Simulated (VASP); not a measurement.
The system is Si.

```
Si
1.0
     0.00000    2.71535    2.71535
     2.71535    0.00000    2.71535
     2.71535    2.71535    0.00000
Si
2
Direct
  0.50000 0.50000 0.50000
  0.75000 0.75000 0.75000
```

- Program: VASP 6.6.1
- Task: relaxation of cell and atoms
- Functional: revPBE
- Potentials or basis: VASP PAW PBE potentials, release 64 (Si)
- Cutoff: 600 eV
- k mesh: 6 × 6 × 6
- Occupations: fermi-dirac, width 0.05 eV
- Spin: no spin polarisation

At the start: pressure 3.1 GPa; volume 20.02 Å³/atom.

Task: How do energy, volume and symmetry change on relaxing?

Result: Over 3 steps the energy falls by 6.3 meV/atom and the volume is 20.70 Å³/atom (+3.4 %); space group Fd-3m (No. 227, to 0.05 Å).

Step by step:
| step | energy change (eV) | largest force (eV/Å) | pressure (GPa) | volume (Å³) |
| --- | --- | --- | --- | --- |
| 1 | 0.0000 | 0.0000 | 3.10 | 40.04 |
| 2 | -0.0072 | 0.0000 | -1.83 | 42.33 |
| 3 | -0.0127 | 0.0000 | 0.00 | 41.39 |

Final structure:
```cif
data_structure
_symmetry_space_group_name_H-M 'P 1'
_symmetry_Int_Tables_number 1
_cell_length_a 3.8828
_cell_length_b 3.8828
_cell_length_c 3.8828
_cell_angle_alpha 60.000
_cell_angle_beta 60.000
_cell_angle_gamma 60.000
_cell_volume 41.39
loop_
_atom_site_label
_atom_site_type_symbol
_atom_site_fract_x
_atom_site_fract_y
_atom_site_fract_z
_atom_site_occupancy
Si1 Si 0.50000 0.50000 0.50000 1
Si2 Si 0.75000 0.75000 0.75000 1
```

Caveat: the PAW data sets were made with another functional, which shifts forces and pressure a little.
